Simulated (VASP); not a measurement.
A run of VASP 6.6.1:

The input POSCAR:

```
Te
1.0
    4.4834975484      0.0000000000      0.0000000000
   -2.2417487742      3.8828227747      0.0000000000
    0.0000000000      0.0000000000      5.9632329314
Te
3
Direct
    0.7310000000      0.7310000000      0.0000000000
    0.0000000000      0.2690000000      0.6666666667
    0.2690000000      0.0000000000      0.3333333333
```

INCAR.step1

```
SYSTEM = Te
PREC = Accurate
ENCUT = 520
ISMEAR = -1
SIGMA = 0.05
LREAL = .False.
LASPH = .True.
NELM = 100
NBANDS = 16
GGA = PE
ALGO = Normal
EDIFF = 1E-4
LWAVE = .True.
LCHARG = .False.
```

The input INCAR.step2:

```
SYSTEM = Te
PREC = Accurate
ENCUT = 520
EDIFF = 1E-6
ISMEAR = -1
SIGMA = 0.05
LREAL = .False.
LASPH = .True.
NELM = 100
ALGO = Normal
ISIF = 2
LWAVE = .False.
LCHARG = .True.
METAGGA = R2SCAN
LMIXTAU = .True.
LELF = .True.
LVHAR = .True.
NBANDS = 16
ISTART = 1
```

File KPOINTS:

```
regular mesh
0
Gamma
  7 7 5
  0 0 0
```

Potentials or basis: VASP PAW PBE potentials, release 64 (Te).

The run is started by

```bash
$ cat potpaw_PBE.64/Te/POTCAR > POTCAR
$ cp INCAR.step1 INCAR
$ mpirun -np 1 vasp_std > vasp.out
$ cp INCAR.step2 INCAR
$ mpirun -np 1 vasp_std > vasp.out
```

Hardware: 1 thread of Intel(R) Xeon(R) Platinum 8488C (Sapphire Rapids) (shared host).

Problem. How long does it take, and how much memory?

Solution. Run time: 3 min on 1 thread of Intel(R) Xeon(R) Platinum 8488C (Sapphire Rapids) (shared host), peak memory 0.26 GiB. Counts: k points 32.
